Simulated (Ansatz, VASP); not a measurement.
# TiAl: VASP beside Ansatz

Contents of INCAR:

```
  PREC = Accurate
  ENCUT = 520
  EDIFF = 1E-6
  ISMEAR = 0
  SIGMA = 0.15
  LREAL = F
  LASPH = T
  NELM = 100
  ALGO = Normal
  ISIF = 2
  LWAVE = F
  LCHARG = F
  GGA = PS
  NBANDS = 14
```

The input KPOINTS:

```
Automatic mesh
0
Gamma
  18 18 10
```

The input POSCAR:

```
TiAl
1.0
    2.7812443657      0.0000000000      0.0000000000
   -1.3906221828      2.4086282748      0.0000000000
    0.0000000000      0.0000000000      4.8184254900
Ti Al
1 1
Direct
    0.0000000000      0.0000000000      0.0000000000
    0.3333333333      0.6666666667      0.5000000000
```

Input for Ansatz:

```yaml
crystal:
  lattice:
    - [2.7812443657, 0.0, 0.0]
    - [-1.3906221828, 2.4086282748, 0.0]
    - [0.0, 0.0, 4.81842549]
  atoms:
    - { symbol: Ti, position: [0.0, 0.0, 0.0] }
    - { symbol: Al, position: [0.3333333333, 0.6666666667, 0.5] }
basis:
  ecutwfc: 420
kpoints:
  mp_grid: { grid: [18, 18, 10] }
hamiltonian:
  xc: pbesol
scf:
  occupations: { method: gaussian, width: 0.15 }
output:
  forces: true
  stress: true
  eigenvalues: true
```

Change from the starting cell: strain -0.030 along x and y, +0.030 along z, atoms carried along.

Alike in both runs: task single point; functional PBEsol; k mesh 18 × 18 × 10; occupations gaussian, width 0.15 eV; no spin polarisation.

```csv
,VASP,Ansatz
version,VASP 6.6.1,Ansatz 0.2.0
potentials or method,"VASP PAW PBE potentials, release 64 (Ti_sv, Al), cutoff 520 eV","scalar-relativistic, plane waves, PAW"
valence electrons in the cell,15,15
```

Ansatz gave:

```
gap on the k mesh at the Fermi level (eV)                     : none
pressure (GPa)                                                : 0.2
traceless stress, the component that is largest in VASP (GPa) : -7.43
```

Question: What did VASP give for the same quantities?

Answer: gap on the k mesh at the Fermi level (eV): none; pressure (GPa): 0.2; traceless stress, the component that is largest in VASP (GPa): -7.37.

VASP's potentials were made for PBE, not for PBEsol. A gap of «none» marks a metal or a gap that the smearing closes.
